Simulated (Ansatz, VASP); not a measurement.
## Two plane-wave programs on InP

INCAR

```
SYSTEM = InP
PREC = Accurate
ENCUT = 520
EDIFF = 1E-7
ISMEAR = 0
SIGMA = 0.05
LREAL = .False.
LASPH = .True.
NELM = 60
ALGO = Normal
ISIF = 2
LWAVE = .False.
LCHARG = .False.
NBANDS = 16
```

The input KPOINTS:

```
regular mesh
0
Gamma
  12 12 12
  0 0 0
```

The input POSCAR:

```
InP
1.0
    0.0000000000      3.1017643474      2.7473554893
    2.7473554893      0.0000000000      2.7473554893
    2.7473554893      3.1017643474      0.0000000000
In P
1 1
Direct
    0.0000000000      0.0000000000      0.0000000000
    0.7500000000      0.7500000000      0.7500000000
```

Input for Ansatz:

```yaml
crystal:
  lattice:
    - [0.0, 3.1017643474, 2.7473554893]
    - [2.7473554893, 0.0, 2.7473554893]
    - [2.7473554893, 3.1017643474, 0.0]
  atoms:
    - { symbol: In, position: [0.0, 0.0, 0.0] }
    - { symbol: P, position: [0.75, 0.75, 0.75] }
basis:
  ecutwfc: 420
kpoints:
  mp_grid: { grid: [12, 12, 12] }
hamiltonian:
  xc: lda
  pseudopotentials: { kind: paw, azcp: { folder: soft_1 } }
scf:
  occupations: { method: gaussian, width: 0.05 }
output:
  forces: true
  stress: true
  eigenvalues: true
```

Alike in both runs: task single point; functional LDA; k mesh 12 × 12 × 12; occupations gaussian, width 0.05 eV; no spin polarisation.

|  | VASP | Ansatz |
| --- | --- | --- |
| version | VASP 6.6.1 | Ansatz 0.2.0 |
| potentials or method | VASP PAW LDA potentials, release 64 (In_d, P), cutoff 520 eV | scalar-relativistic, plane waves, PAW |
| valence electrons in the cell | 18 | 18 |

```tsv
	VASP	Ansatz	Ansatz less VASP
gap on the k mesh at the Fermi level (eV)	0.58	0.55	-0.031
least direct gap on the mesh (eV)	0.58	0.55	-0.031
pressure (GPa)	4.0	4.0	-0.02
traceless stress, the component that is largest in VASP (GPa)	-4.35	-4.36	-0.008
```

Ansatz warns that its potentials were made for another functional, while VASP's fit it. LDA's correlation is that of Perdew and Zunger in VASP and of Perdew and Wang (1992) in Ansatz.
